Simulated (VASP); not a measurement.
# ScAl3 (Pm-3m) in VASP: relaxation of cell and atoms with LDA

Aim: the relaxation of cell and atoms of ScAl3 with LDA.

All numbers are computed with VASP 6.6.1; they aren't measurements. Logs are shortened: lines on timing, memory, paths and dates and some standing lists are left out, and cuts for length are marked.

## 1. The cell of the first run

It takes space group Pm-3m (No. 221, cubic). The conventional cell has a = 4.100 Å, b = 4.100 Å, c = 4.100 Å, α = 90.00°, β = 90.00°, γ = 90.00°. Within 3.8 Å of Al (site symmetry 4/mmm) lie 8 Al at 2.90 Å and 4 Sc at 2.90 Å. Sc (site symmetry m-3m) has 12 Al at 2.90 Å within 3.8 Å.

## 2. Relaxation of cell and atoms, LDA

INCAR reads:

```
PREC = Accurate ; ENCUT = 600
EDIFF = 1E-7 ; ISMEAR = 0
SIGMA = 0.1 ; LREAL = False
LASPH = True ; NELM = 80
ALGO = Normal ; ISIF = 3
LWAVE = False ; LCHARG = False
IBRION = 2 ; NSW = 80
EDIFFG = -0.003
```

KPOINTS reads:

```
Automatic mesh
0
Gamma
  12 12 12
```

POSCAR reads:

```
ScAl3
1.0
    4.1000000000      0.0000000000      0.0000000000
    0.0000000000      4.1000000000      0.0000000000
    0.0000000000      0.0000000000      4.1000000000
Al Sc
3 1
Direct
    0.0000000000      0.5000000000      0.5000000000
    0.5000000000      0.0000000000      0.5000000000
    0.5000000000      0.5000000000      0.0000000000
    0.0000000000      0.0000000000      0.0000000000
```

Potentials or basis: VASP PAW LDA potentials, release 64 (Al, Sc_sv).

The run is started by

```console
> cat potpaw_LDA.64/Al/POTCAR potpaw_LDA.64/Sc_sv/POTCAR > POTCAR
> mpirun -np 1 vasp_std > vasp.out
```

OUTCAR:

```text
PREC = Accurate
   ENCUT = 600
   EDIFF = 1E-7
   ISMEAR = 0
   LREAL = False
   LASPH = True
   NELM = 80
   ISIF = 3
   IBRION = 2
   NSW = 80
   EDIFFG = -0.003

 ion  position               nearest neighbor table
   1  0.000  0.500  0.500-   2 2.90   3 2.90   4 2.90   3 2.90   4 2.90   2 2.90   4 2.90   4 2.90
                             2 2.90   3 2.90   3 2.90   2 2.90
   2  0.500  0.000  0.500-   1 2.90   3 2.90   4 2.90   3 2.90   4 2.90   1 2.90   3 2.90   3 2.90
                             1 2.90   4 2.90   4 2.90   1 2.90
   3  0.500  0.500  0.000-   1 2.90   2 2.90   4 2.90   1 2.90   2 2.90   2 2.90   4 2.90   2 2.90
                             1 2.90   4 2.90   1 2.90   4 2.90
   4  0.000  0.000  0.000-   1 2.90   2 2.90   3 2.90   1 2.90   2 2.90   1 2.90   3 2.90   1 2.90
                             2 2.90   3 2.90   2 2.90   3 2.90

  LATTYP: Found a simple cubic cell.
 ALAT       =     4.1000000000

  Lattice vectors:

 A1 = (   4.1000000000,   0.0000000000,   0.0000000000)
 A2 = (   0.0000000000,   4.1000000000,   0.0000000000)
 A3 = (   0.0000000000,   0.0000000000,   4.1000000000)

Analysis of symmetry for initial positions (statically):
=====================================================================
 Subroutine PRICEL returns:
 Original cell was already a primitive cell.

 Routine SETGRP: Setting up the symmetry group for a
 simple cubic supercell.

 Subroutine GETGRP returns: Found 48 space group operations
 (whereof 48 operations were pure point group operations)
 out of a pool of 48 trial point group operations.

The static configuration has the point symmetry O_h .

Analysis of symmetry for dynamics (positions and initial velocities):
=====================================================================
 Subroutine PRICEL returns:
 Original cell was already a primitive cell.

 Routine SETGRP: Setting up the symmetry group for a
 simple cubic supercell.

 Subroutine GETGRP returns: Found 48 space group operations
 (whereof 48 operations were pure point group operations)
 out of a pool of 48 trial point group operations.

The dynamic configuration has the point symmetry O_h .

 Subroutine INISYM returns: Found 48 space group operations
 (whereof 48 operations are pure point group operations),
 and found     1 'primitive' translations

----------------------------------------------------------------------------------------
[... 119 lines left out ...]
  Fermi-wavevector in a.u.,A,eV,Ry     =   1.083846  2.048172 15.983070  1.174722
  Thomas-Fermi vector in A             =   2.219922
   LORBIT       =      0    0 simple, 1 ext, 2 COOP (PROOUT), +10 PAW based schemes
   GGA     = CA    functional components
   LHFCALC =     F    Hartree Fock is set to
   AEXX    =    0.0000 exact exchange contribution
   IVDW    =     0    specifies the selected vdW correction
   LEPSILON=     F    determine dielectric tensor
   LRPA    =     F    only Hartree local field effects (RPA)
 conjugate gradient relaxation of ions
 non-spin polarized calculation
 Gauss-broadening in eV      SIGMA  =   0.10
  energy-cutoff  :      600.00
  volume of cell :       68.92
 maximum number of plane-waves:      2325
 NGX is ok and might be reduce to    36
   NGX = 17   NGY = 17   NGZ = 17

--------------------------------------- Ionic step        1  -------------------------------------------

 number of electron      20.0000001 magnetization

 Free energy of the ion-electron system (eV)
  ---------------------------------------------------
  ext. energy  EPLUGINS =         0.00000000
  ---------------------------------------------------
  free energy    TOTEN  =       -21.24948664 eV

  energy without entropy =      -21.24279314  energy(sigma->0) =      -21.24613989

------------------------ aborting loop because EDIFF is reached ----------------------------------------

  FORCE on cell =-STRESS in cart. coord.  units (eV):
  Direction    XX          YY          ZZ          XY          YZ          ZX
  --------------------------------------------------------------------------------------
  -------------------------------------------------------------------------------------
  Total       -1.8191443     -1.8191443     -1.8191443      0.0000000      0.0000000     -0.0000000
  in kB      -42.2888790    -42.2888790    -42.2888790      0.0000000      0.0000000     -0.0000000
  external PRESSURE =     -42.2888790 kB  Pullay stress =       0.0000000 kB
[... 63 lines left out ...]
--------------------------------------- Ionic step        3  -------------------------------------------

 number of electron      20.0000003 magnetization

 Free energy of the ion-electron system (eV)
  ---------------------------------------------------
  ext. energy  EPLUGINS =         0.00000000
  ---------------------------------------------------
  free energy    TOTEN  =       -21.29416633 eV

  energy without entropy =      -21.28787336  energy(sigma->0) =      -21.29101985

 E-fermi :   7.4187     XC(G=0): -10.7629

 val. band max:        7.4131126847   @ k =   0.3333   0.2500   0.0000
 cond. band min:       7.4343570777   @ k =   0.5000   0.2500   0.2500
 fundamental gap:      0.0212443929
 Fermi energy:         7.4187133162

 k-point     1 :       0.0000    0.0000    0.0000
  band No.  band energies     occupation
      1     -40.8301      2.00000
      2     -19.8948      2.00000
      3     -19.8948      2.00000
      4     -19.8948      2.00000
      5      -2.7782      2.00000
      6       4.7320      2.00000
      7       4.7320      2.00000
      8       5.6215      2.00000
      9       5.6215      2.00000
     10       5.6215      2.00000
     11       8.7047      0.00000
     12       8.7075      0.00000
     13       8.7075      0.00000
     14       8.7075      0.00000
[... 377 lines left out ...]
      1     -40.8272      2.00000
      2     -19.9286      2.00000
      3     -19.9206      2.00000
      4     -19.8895      2.00000
      5      -0.3578      2.00000
      6       1.3941      2.00000
      7       2.5308      2.00000
      8       4.3191      2.00000
      9       6.3240      2.00000
     10       7.0790      2.00000
     11       8.3587      0.00000
     12       9.2024      0.00000
     13       9.6237      0.00000
     14       9.6325      0.00000

 [... further k-points ...]

------------------------ aborting loop because EDIFF is reached ----------------------------------------

  FORCE on cell =-STRESS in cart. coord.  units (eV):
  Direction    XX          YY          ZZ          XY          YZ          ZX
  --------------------------------------------------------------------------------------
  -------------------------------------------------------------------------------------
  Total        0.0010594      0.0010594      0.0010594      0.0000000      0.0000000      0.0000000
  in kB        0.0258449      0.0258449      0.0258449      0.0000000      0.0000000      0.0000000
  external PRESSURE =       0.0258449 kB  Pullay stress =       0.0000000 kB
[... 19 lines left out ...]
  FREE ENERGIE OF THE ION-ELECTRON SYSTEM (eV)
  ---------------------------------------------------
  free  energy   TOTEN  =       -21.2941663279 eV

  energy  without entropy=      -21.2878733643  energy(sigma->0) =      -21.29101985

 reached required accuracy - stopping structural energy minimisation
```

CONTCAR:

```text
ScAl3
   1.00000000000000
     4.0345234851968748    0.0000000000000000   -0.0000000000000000
     0.0000000000000000    4.0345234851968748    0.0000000000000000
     0.0000000000000000    0.0000000000000000    4.0345234851968748
  Al              Sc
     3     1
Direct
     0.0000000000000000    0.5000000000000000    0.5000000000000000
     0.5000000000000000    0.0000000000000000    0.5000000000000000
     0.5000000000000000    0.5000000000000000    0.0000000000000000
     0.0000000000000000    0.0000000000000000    0.0000000000000000

  0.00000000E+00  0.00000000E+00  0.00000000E+00
  0.00000000E+00  0.00000000E+00  0.00000000E+00
  0.00000000E+00  0.00000000E+00  0.00000000E+00
  0.00000000E+00  0.00000000E+00  0.00000000E+00
```

It took 1.7 min on 1 thread of Intel Xeon Platinum 8488C (Sapphire Rapids), shared host; peak memory 0.24 GiB.

Results:

| Property | Result |
| --- | --- |
| Free energy | -21.2942 eV |
| Relaxed volume | 16.42 Å³/atom |
| Relaxed cell | a = 4.035 Å, b = 4.035 Å, c = 4.035 Å, α = 90.00°, β = 90.00°, γ = 90.00° |
| Space group after relaxing (to 0.1 Å) | Pm-3m (No. 221) |
| Energy gained by relaxing | 11.2 meV/atom |
| Ionic steps | 3 |
| Pressure after relaxing | 0.0 GPa |
| Band gap on the k mesh | zero (bands 10 and 11 overlap by 3.94 eV) |

The path:
```
step  energy change (eV)  largest force (eV/Å)  pressure (GPa)  volume (Å³)
   1              0.0000                0.0000           -4.23        68.92
   2             -0.0379                0.0000            1.84        64.48
   3             -0.0447                0.0000            0.00        65.67
```

Final structure:
```cif
data_structure
_symmetry_space_group_name_H-M 'P 1'
_symmetry_Int_Tables_number 1
_cell_length_a 4.0345
_cell_length_b 4.0345
_cell_length_c 4.0345
_cell_angle_alpha 90.000
_cell_angle_beta 90.000
_cell_angle_gamma 90.000
_cell_volume 65.67
loop_
_atom_site_label
_atom_site_type_symbol
_atom_site_fract_x
_atom_site_fract_y
_atom_site_fract_z
_atom_site_occupancy
Al1 Al 0.00000 0.50000 0.50000 1
Al2 Al 0.50000 0.00000 0.50000 1
Al3 Al 0.50000 0.50000 0.00000 1
Sc1 Sc 0.00000 0.00000 0.00000 1
```

Levels at points of the mesh, in eV from the Fermi level:
```csv
k point,band 7,band 8,band 9,band 10,band 11,band 12,band 13,band 14
"(0.00, 0.00, 0.00)",-2.69,-1.80,-1.80,-1.80,1.29,1.29,1.29,1.29
"(0.50, 0.00, 0.00)",-1.77,-1.77,-1.56,1.00,1.09,1.09,1.41,1.64
"(0.50, 0.50, 0.00)",-5.66,-4.42,-0.58,-0.58,1.23,1.39,2.11,2.53
"(0.50, 0.50, 0.50)",-4.87,-4.58,-2.93,-2.93,-2.93,1.05,2.64,2.64
```
